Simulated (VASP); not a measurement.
# Lu (Fm-3m) in VASP: further runs

Lu is run at these levels: LDA; tasks: single point.

All numbers are computed with VASP 6.6.1; they aren't measurements. Logs are shortened: lines on timing, memory, paths and dates and some standing lists are left out, and cuts for length are marked.

## 1. The cell of the first run

Symmetry: Fm-3m, No. 225, cubic system. Conventional cell: a = 4.680 Å, b = 4.680 Å, c = 4.680 Å, α = 90.00°, β = 90.00°, γ = 90.00°. Within 4.4 Å of Lu (site symmetry m-3m) lie 12 Lu at 3.31 Å.

## 2. Single point, LDA

INCAR

```
PREC = Accurate
ENCUT = 520
EDIFF = 1E-6
ISMEAR = -1
SIGMA = 0.1
LREAL = F
LASPH = T
NELM = 60
ALGO = Normal
ISIF = 2
LWAVE = F
LCHARG = F
GGA = CA
NBANDS = 18
```

KPOINTS

```
regular mesh
0
Gamma
  11 11 11
```

POSCAR

```
Lu
1.0
    0.0000000000      2.3398831156      2.3398831156
    2.3398831156      0.0000000000      2.3398831156
    2.3398831156      2.3398831156      0.0000000000
Lu
1
Direct
    0.0000000000      0.0000000000      0.0000000000
```

Potentials or basis: VASP PAW PBE potentials, release 64 (Lu).

On the command line:

```bash
$ cat potpaw_PBE.64/Lu/POTCAR > POTCAR
$ mpirun -np 1 vasp_std > vasp.out
```

OUTCAR:

```text
PREC = Accurate
   ENCUT = 520
   EDIFF = 1E-6
   ISMEAR = -1
   LREAL = F
   LASPH = T
   NELM = 60
   ISIF = 2
   GGA = CA

 ion  position               nearest neighbor table
   1  0.000  0.000  0.000-

  LATTYP: Found a face centered cubic cell.
 ALAT       =     4.6797662312

  Lattice vectors:

 A1 = (   0.0000000000,   2.3398831156,   2.3398831156)
 A2 = (   2.3398831156,   0.0000000000,   2.3398831156)
 A3 = (   2.3398831156,   2.3398831156,   0.0000000000)

Analysis of symmetry for initial positions (statically):
=====================================================================
 Subroutine PRICEL returns:
 Original cell was already a primitive cell.

 Routine SETGRP: Setting up the symmetry group for a
 face centered cubic supercell.

 Subroutine GETGRP returns: Found 48 space group operations
 (whereof 48 operations were pure point group operations)
 out of a pool of 48 trial point group operations.

The static configuration has the point symmetry O_h .

Analysis of symmetry for dynamics (positions and initial velocities):
=====================================================================
 Subroutine PRICEL returns:
 Original cell was already a primitive cell.

 Routine SETGRP: Setting up the symmetry group for a
 face centered cubic supercell.

 Subroutine GETGRP returns: Found 48 space group operations
 (whereof 48 operations were pure point group operations)
 out of a pool of 48 trial point group operations.

The dynamic configuration has the point symmetry O_h .

 Subroutine INISYM returns: Found 48 space group operations
 (whereof 48 operations are pure point group operations),
 and found     1 'primitive' translations

----------------------------------------------------------------------------------------

                                     Primitive cell

  volume of cell :      25.6220

  direct lattice vectors                    reciprocal lattice vectors
     0.000000000  2.339883116  2.339883116    -0.213685887  0.213685887  0.213685887
     2.339883116  0.000000000  2.339883116     0.213685887 -0.213685887  0.213685887
     2.339883116  2.339883116  0.000000000     0.213685887  0.213685887 -0.213685887

  length of vectors
     3.309094436  3.309094436  3.309094436     0.370114814  0.370114814  0.370114814

  position of ions in fractional coordinates (direct lattice)
     0.000000000  0.000000000  0.000000000

  ion indices of the primitive-cell ions
   primitive index   ion index
                 1           1

----------------------------------------------------------------------------------------

 KPOINTS: regular mesh

Automatic generation of k-mesh.
 Grid dimensions read from file:
 generate k-points for:   11   11   11

 Generating k-lattice:

  Cartesian coordinates                     Fractional coordinates (reciprocal lattice)
    -0.019425990  0.019425990  0.019425990     0.090909091  0.000000000  0.000000000
     0.019425990 -0.019425990  0.019425990     0.000000000  0.090909091  0.000000000
     0.019425990  0.019425990 -0.019425990     0.000000000  0.000000000  0.090909091

  Length of vectors
     0.033646801  0.033646801  0.033646801

  Shift w.r.t. Gamma in fractional coordinates (k-lattice)
     0.000000000  0.000000000  0.000000000

 Subroutine IBZKPT returns following result:
 ===========================================

 Found     56 irreducible k-points:

 Following reciprocal coordinates:
            Coordinates               Weight
  0.000000  0.000000  0.000000      1.000000
  0.090909  0.000000  0.000000      8.000000
  0.181818  0.000000  0.000000      8.000000
  0.272727  0.000000  0.000000      8.000000
  0.363636  0.000000  0.000000      8.000000
  0.454545  0.000000  0.000000      8.000000
[... 16 lines left out ...]
 -0.272727  0.181818  0.000000     24.000000
 -0.181818  0.181818  0.000000     12.000000
 [... further k-points ...]
   k-points           NKPTS =     56   k-points in BZ     NKDIM =     56   number of bands    NBANDS=     18
   number of dos      NEDOS =    301   number of ions     NIONS =      1
   total plane-waves  NPLWV =  21952
   dimension x,y,z NGX =    28 NGY =   28 NGZ =   28
   dimension x,y,z NGXF=    56 NGYF=   56 NGZF=   56
   ions per type =               1
   NGX,Y,Z   is equivalent  to a cutoff of  14.07, 14.07, 14.07 a.u.
   NGXF,Y,Z  is equivalent  to a cutoff of  28.13, 28.13, 28.13 a.u.
 SYSTEM =  unknown system
   PREC   = accura    normal or accurate (medium, high low for compatibility)
   ISTART =      0    job   : 0-new  1-cont  2-samecut
   ICHARG =      2    charge: 1-file 2-atom 10-const
   ISPIN  =      1    spin polarized calculation?
   LNONCOLLINEAR =      F non collinear calculations
   LSORBIT =      F    spin-orbit coupling
   LASPH  =      T    aspherical Exc in radial PAW
   ENCUT  =  520.0 eV  38.22 Ry    6.18 a.u.   6.15  6.15  6.15*2*pi/ulx,y,z
   NELM   =     60;   NELMIN=  2; NELMDL= -5     # of ELM steps
   EDIFF  = 0.1E-05   stopping-criterion for ELM
   LREAL  =      F    real-space projection
   EDIFFG = 0.1E-04   stopping-criterion for IOM
   NSW    =      0    number of steps for IOM
   IBRION =     -1    ionic relax: 0-MD 1-quasi-New 2-CG
   NFREE  =      0    steps in history (QN), initial steepest desc. (CG)
   ISIF   =      2    stress and relaxation
   ISYM   =      2    0-nonsym 1-usesym 2-fastsym
   POTIM  = 0.5000    time-step for ionic-motion
   TEBEG  =    0.0;   TEEND  =   0.0 temperature during run
   PSTRESS=    0.0 pullay stress
   NELECT =      25.0000    total number of electrons
   NUPDOWN=      -1.0000    fix difference up-down
   EMIN   =  10.00;   EMAX   =-10.00  energy-range for DOS
   EFERMI =   0.00;   METHOD = LEGACY
   ISMEAR =    -1;   SIGMA  =   0.10  broadening in eV -4-tet -1-fermi 0-gaus
   EFERMI_NEDOS =   21; number of points for ismear=-14 and -15
   IALGO  =     38    algorithm
   IMIX   =      4    mixing-type and parameters
     AMIX     =   0.40;   BMIX     =  1.00
     AMIX_MAG =   1.60;   BMIX_MAG =  1.00
  volume/ion in A,a.u.               =      25.62       172.91
  Fermi-wavevector in a.u.,A,eV,Ry     =   1.623743  3.068430 35.872330  2.636542
  Thomas-Fermi vector in A             =   2.717143
   LORBIT       =      0    0 simple, 1 ext, 2 COOP (PROOUT), +10 PAW based schemes
   GGA     = CA    functional components
   LHFCALC =     F    Hartree Fock is set to
   AEXX    =    0.0000 exact exchange contribution
   IVDW    =     0    specifies the selected vdW correction
   LEPSILON=     F    determine dielectric tensor
   LRPA    =     F    only Hartree local field effects (RPA)
 non-spin polarized calculation
  energy-cutoff  :      520.00
  volume of cell :       25.62
 maximum number of plane-waves:       701
 NGX is ok and might be reduce to    28
   NGX = 13   NGY = 13   NGZ = 13

 number of electron      25.0000004 magnetization

 Free energy of the ion-electron system (eV)
  ---------------------------------------------------
  ext. energy  EPLUGINS =         0.00000000
  ---------------------------------------------------
  free energy    TOTEN  =        -5.19209721 eV

  energy without entropy =       -5.15301848  energy(sigma->0) =       -5.17255785

 E-fermi :   2.4925     XC(G=0): -11.6257

 val. band max:        2.4706402460   @ k =   0.2727   0.2727   0.0000
 cond. band min:       2.4933328610   @ k =   0.4545   0.1818   0.0000
 fundamental gap:      0.0226926150
 Fermi energy:         2.4924921101

 k-point     1 :       0.0000    0.0000    0.0000
  band No.  band energies     occupation
      1     -53.1922      2.00000
      2     -23.6994      2.00000
      3     -23.6994      2.00000
      4     -23.6994      2.00000
      5      -3.8627      2.00000
      6      -2.4306      2.00000
[... 10 lines left out ...]
     17       7.4708      0.00000
     18      13.4342      0.00000

 k-point     2 :       0.0909    0.0000    0.0000
  band No.  band energies     occupation
      1     -53.1878      2.00000
      2     -23.7653      2.00000
      3     -23.7076      2.00000
      4     -23.7076      2.00000
      5      -3.5974      2.00000
      6      -2.4247      2.00000
[... 10 lines left out ...]
     17       7.3249      0.00000
     18      14.0205      0.00000

 k-point     3 :       0.1818    0.0000    0.0000
  band No.  band energies     occupation
      1     -53.1760      2.00000
      2     -23.9381      2.00000
      3     -23.7296      2.00000
      4     -23.7296      2.00000
      5      -2.8603      2.00000
      6      -2.4097      2.00000
[... 10 lines left out ...]
     17       7.1794      0.00000
     18      14.2286      0.00000

 k-point     4 :       0.2727    0.0000    0.0000
  band No.  band energies     occupation
      1     -53.1605      2.00000
      2     -24.1564      2.00000
      3     -23.7582      2.00000
      4     -23.7582      2.00000
      5      -2.4020      2.00000
      6      -2.3566      2.00000
[... 10 lines left out ...]
     17       7.6175      0.00000
     18      13.0726      0.00000

 k-point     5 :       0.3636    0.0000    0.0000
  band No.  band energies     occupation
      1     -53.1462      2.00000
      2     -24.3496      2.00000
      3     -23.7843      2.00000
      4     -23.7843      2.00000
      5      -2.4069      2.00000
      6      -2.3503      2.00000
[... 10 lines left out ...]
     17       8.5663      0.00000
     18      12.2598      0.00000

 k-point     6 :       0.4545    0.0000    0.0000
  band No.  band energies     occupation
      1     -53.1377      2.00000
      2     -24.4614      2.00000
      3     -23.7998      2.00000
      4     -23.7998      2.00000
      5      -2.4120      2.00000
      6      -2.3630      2.00000
[... 307 lines left out ...]
 k-point    21 :      -0.4545    0.1818    0.0000
  band No.  band energies     occupation
      1     -53.1297      2.00000
      2     -24.3993      2.00000
      3     -23.9566      2.00000
      4     -23.8466      2.00000
      5      -2.3888      2.00000
      6      -2.3717      2.00000
[... 10 lines left out ...]
     17       9.7750      0.00000
     18      11.2837      0.00000

 k-point    22 :      -0.3636    0.1818    0.0000
  band No.  band energies     occupation
      1     -53.1326      2.00000
      2     -24.3634      2.00000
      3     -23.9729      2.00000
      4     -23.8198      2.00000
      5      -2.3883      2.00000
      6      -2.3722      2.00000
[... 10 lines left out ...]
     17      10.1486      0.00000
     18      12.0176      0.00000

 k-point    23 :      -0.2727    0.1818    0.0000
  band No.  band energies     occupation
      1     -53.1421      2.00000
      2     -24.2621      2.00000
      3     -23.9489      2.00000
      4     -23.7841      2.00000
      5      -2.3830      2.00000
      6      -2.3630      2.00000
[... 10 lines left out ...]
     17       9.9464      0.00000
     18      13.2622      0.00000

 k-point    24 :      -0.1818    0.1818    0.0000
  band No.  band energies     occupation
      1     -53.1552      2.00000
      2     -24.1359      2.00000
      3     -23.8803      2.00000
      4     -23.7507      2.00000
      5      -2.3794      2.00000
      6      -2.3732      2.00000
[... 10 lines left out ...]
     17       8.8942      0.00000
     18      14.4490      0.00000

 [... further k-points ...]
[... 5 lines left out ...]
  --------------------------------------------------------------------------------------
  -------------------------------------------------------------------------------------
  Total        0.0305807      0.0305807      0.0305807      0.0000000     -0.0000000      0.0000000
  in kB        1.9122525      1.9122525      1.9122525      0.0000000     -0.0000000      0.0000000
  external PRESSURE =       1.9122525 kB  Pullay stress =       0.0000000 kB

 VOLUME and BASIS-vectors are now :
 -----------------------------------------------------------------------------
  energy-cutoff  :      520.00
  volume of cell :       25.62
      direct lattice vectors                 reciprocal lattice vectors
     0.000000000  2.339883116  2.339883116    -0.213685887  0.213685887  0.213685887
     2.339883116  0.000000000  2.339883116     0.213685887 -0.213685887  0.213685887
     2.339883116  2.339883116  0.000000000     0.213685887  0.213685887 -0.213685887

 POSITION                                       TOTAL-FORCE (eV/Angst)
 -----------------------------------------------------------------------------------
      0.00000      0.00000      0.00000         0.000000      0.000000      0.000000
 -----------------------------------------------------------------------------------
    total drift:                               -0.000000      0.000000      0.000000

  FREE ENERGIE OF THE ION-ELECTRON SYSTEM (eV)
  ---------------------------------------------------
  free  energy   TOTEN  =        -5.1920972132 eV

  energy  without entropy=       -5.1530184786  energy(sigma->0) =       -5.17255785
```

Wall time 13 s (1 thread of AMD EPYC 9R45 (Zen 5), shared host); peak memory 0.14 GiB.

What came out:

- Free energy: -5.1921 eV
- Pressure: 0.2 GPa

Levels at points of the mesh, in eV from the Fermi level:
```
           k point  band 8  band 9  band 10  band 11  band 12  band 13  band 14  band 15  band 16  band 17
(0.00, 0.00, 0.00)   -4.85   -4.85    -4.74    -4.74    -4.74     2.26     2.26     2.26     4.98     4.98
```

Caveat: the PAW data sets were made with another functional, which shifts forces and pressure a little; spin-orbit coupling is left out, which moves the levels of the heavy elements.

## 3. Single point, LDA (volume scaled by 0.88)

INCAR

```
SYSTEM = Lu
  PREC = Accurate
  ENCUT = 520
  EDIFF = 1E-6
  ISMEAR = -1
  SIGMA = 0.1
  LREAL = .FALSE.
  LASPH = .TRUE.
  NELM = 100
  ALGO = Normal
  ISIF = 2
  LWAVE = .FALSE.
  LCHARG = .TRUE.
  GGA = CA
  LELF = .TRUE.
  LVHAR = .TRUE.
  NBANDS = 18
```

KPOINTS

```
Automatic mesh
0
G
  13 13 13
  0 0 0
```

POSCAR

```
Lu
1.0
    0.0000000000      2.2422724846      2.2422724846
    2.2422724846      0.0000000000      2.2422724846
    2.2422724846      2.2422724846      0.0000000000
Lu
1
Direct
    0.0000000000      0.0000000000      0.0000000000
```

Potentials or basis: VASP PAW PBE potentials, release 64 (Lu).

On the command line:

```bash
$ cat potpaw_PBE.64/Lu/POTCAR > POTCAR
$ mpirun -np 1 vasp_std > vasp.out
```

Wall time 15 s (1 thread of AMD EPYC 9R45 (Zen 5), shared host); peak memory 0.13 GiB.

Results (log left out):

* Free energy: -5.1104 eV
* Pressure: 8.8 GPa

Levels at points of the mesh, in eV from the Fermi level:
```csv
k point,band 8,band 9,band 10,band 11,band 12,band 13,band 14,band 15,band 16,band 17
"(0.00, 0.00, 0.00)",-4.70,-4.70,-4.55,-4.55,-4.55,2.38,2.38,2.38,5.53,5.53
```

Caveat: the PAW data sets were made with another functional, which shifts forces and pressure a little; spin-orbit coupling is left out, which moves the levels of the heavy elements.

## 4. Single point, LDA (volume scaled by 0.92)

INCAR

```
SYSTEM = Lu
PREC     = Accurate       ! precision mode
ENCUT    = 520            ! plane-wave cutoff, eV
EDIFF    = 1E-7           ! SCF threshold, eV
ISMEAR   = -1             ! smearing method
SIGMA    = 0.1            ! smearing width, eV
LREAL    = .FALSE.        ! projectors in reciprocal space
LASPH    = .TRUE.         ! aspherical terms in the spheres
NELM     = 80             ! most SCF steps
ALGO     = Normal         ! electronic algorithm
ISIF     = 2              ! what is computed and relaxed
LWAVE    = .FALSE.        ! write WAVECAR
LCHARG   = .FALSE.        ! write CHGCAR
GGA      = CA             ! functional
NBANDS   = 18             ! bands
```

KPOINTS

```
regular mesh
0
G
  13 13 13
  0 0 0
```

POSCAR

```
Lu
1.0
    0.0000000000      2.2757441729      2.2757441729
    2.2757441729      0.0000000000      2.2757441729
    2.2757441729      2.2757441729      0.0000000000
Lu
1
Direct
    0.0000000000      0.0000000000      0.0000000000
```

On the command line:

```bash
$ cat potpaw_PBE.64/Lu/POTCAR > POTCAR
$ mpirun -np 1 vasp_std > vasp.out
```

It took 16 s on 1 thread of AMD EPYC 9R45 (Zen 5), shared host; peak memory 0.13 GiB.

It converged, with:

| Property | Result |
| --- | --- |
| Free energy | -5.1564 eV |
| Pressure | 5.4 GPa |

Levels at points of the mesh, in eV from the Fermi level:
```tsv
k point	band 10	band 11	band 12	band 13	band 14	band 15
(0.00, 0.00, 0.00)	-4.61	-4.61	-4.61	2.34	2.34	2.34
```

Caveat: the PAW data sets were made with another functional, which shifts forces and pressure a little; spin-orbit coupling is left out, which moves the levels of the heavy elements.

## 5. The runs side by side

| cell | k mesh | gap on the mesh (eV) | pressure (GPa) |
| --- | --- | --- | --- |
| a = 3.309 Å, angles 60.0°, 1 atom | 11 × 11 × 11 | none | 0.2 |
| a = 3.171 Å, angles 60.0°, 1 atom | 13 × 13 × 13 | none | 8.8 |
| a = 3.218 Å, angles 60.0°, 1 atom | 13 × 13 × 13 | none | 5.4 |

Alike in all rows: task single point; level LDA; potentials or basis VASP PAW PBE potentials, release 64 (Lu); no spin polarisation; cutoff (eV) 520; smearing fermi-dirac 0.1 eV.

Caveats: the PAW data sets were made with another functional, which shifts forces and pressure a little; spin-orbit coupling is left out, which moves the levels of the heavy elements.

Total energies depend on the potentials used, so only differences within one code and one set of settings carry meaning.
